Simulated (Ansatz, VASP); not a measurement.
# Fe: VASP beside Ansatz

File INCAR:

```
SYSTEM = Fe
PREC = Accurate
ENCUT = 520
EDIFF = 1E-7
ISMEAR = 0
SIGMA = 0.05
LREAL = .FALSE.
LASPH = .TRUE.
NELM = 60
ALGO = Fast
ISIF = 2
LWAVE = .FALSE.
LCHARG = .FALSE.
GGA = PE
NBANDS = 10
```

Contents of KPOINTS:

```
Automatic mesh
0
G
  22 22 22
  0 0 0
```

POSCAR

```
Fe
1.0
   -1.3789566335      1.3789566335      1.3789566335
    1.3789566335     -1.3789566335      1.3789566335
    1.3789566335      1.3789566335     -1.3789566335
Fe
1
Direct
    0.0000000000      0.0000000000      0.0000000000
```

Input for Ansatz:

```yaml
crystal:
  lattice:
    - [-1.3789566335, 1.3789566335, 1.3789566335]
    - [1.3789566335, -1.3789566335, 1.3789566335]
    - [1.3789566335, 1.3789566335, -1.3789566335]
  atoms:
    - { symbol: Fe, position: [0.0, 0.0, 0.0] }
basis:
  ecutwfc: 420
  ecutrho_ratio: 4
kpoints:
  mp_grid: { grid: [22, 22, 22] }
hamiltonian:
  xc: pbe
scf:
  occupations: { method: gaussian, width: 0.05 }
output:
  forces: true
  stress: true
  eigenvalues: true
```

Alike in both runs: task single point; functional PBE; k mesh 22 × 22 × 22; occupations gaussian, width 0.05 eV; no spin polarisation.

|  | VASP | Ansatz |
| --- | --- | --- |
| version | VASP 6.6.1 | Ansatz 0.2.0 |
| potentials or method | VASP PAW PBE potentials, release 64 (Fe), cutoff 520 eV | scalar-relativistic, plane waves, PAW |
| valence electrons in the cell | 8 | 16 |

```csv
,VASP,Ansatz,Ansatz less VASP
gap on the k mesh at the Fermi level (eV),none,none,-
pressure (GPa),-0.5,0.0,+0.50
```

A gap of «none» marks a metal or a gap that the smearing closes. The functional is the same, so the differences come from potentials, cutoffs and numerics. VASP's potentials hold 8 valence electrons a cell and Ansatz's 16, so a difference there can come from the potentials and not from the codes.
